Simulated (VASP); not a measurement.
Input of a VASP 6.6.1 run:

File INCAR:

```
SYSTEM = SnO2
PREC = Accurate ; ENCUT = 520
EDIFF = 1E-7 ; ISMEAR = 0
SIGMA = 0.05 ; LREAL = .FALSE.
LASPH = .TRUE. ; NELM = 80
ALGO = Normal ; ISIF = 2
LWAVE = .FALSE. ; LCHARG = .FALSE.
GGA = PS ; NBANDS = 64
```

Contents of KPOINTS:

```
regular mesh
0
G
  6 6 6
  0 0 0
```

Contents of POSCAR:

```
SnO2
1.0
    3.0217512770      1.7446089132      4.9842780064
   -3.0217512770      1.7446089132      4.9842780064
    0.0000000000     -3.4892178264      4.9842780064
Sn O
4 8
Direct
    0.8646807174      0.8646807174      0.8646807174
    0.3648245829      0.3648245829      0.8648190111
    0.3648245829      0.8648190111      0.3648245829
    0.8648190111      0.3648245829      0.3648245829
    0.1235003534      0.6233501671      0.6233501671
    0.6233501671      0.1235003534      0.6233501671
    0.6233501671      0.6233501671      0.1235003534
    0.6062113146      0.6062113146      0.6062113146
    0.1234715296      0.1234715296      0.1234715296
    0.1060883083      0.1060883083      0.6062369573
    0.1060883083      0.6062369573      0.1060883083
    0.6062369573      0.1060883083      0.1060883083
```

Potentials or basis: VASP PAW PBE potentials, release 64 (Sn_d, O).

Launch:

```bash
$ cat potpaw_PBE.64/Sn_d/POTCAR potpaw_PBE.64/O/POTCAR > POTCAR
$ mpirun -np 1 vasp_std > vasp.out
```

Question: What does it give for the pressure?

Answer: 13.2 GPa.

Question: Predict the band gap on the k mesh.

Answer: 2.87 eV.

Question: What does it give for the largest force?

Answer: 0.427 eV/Å.

Stress tensor (GPa, compression positive):
```
21.63  0.00  0.00
 0.00 21.63  0.00
 0.00  0.00 -3.78
```

Caveat: the PAW data sets were made with another functional, which shifts forces and pressure a little; spin-orbit coupling is left out, which moves the levels of the heavy elements. A k mesh can miss the band edges.
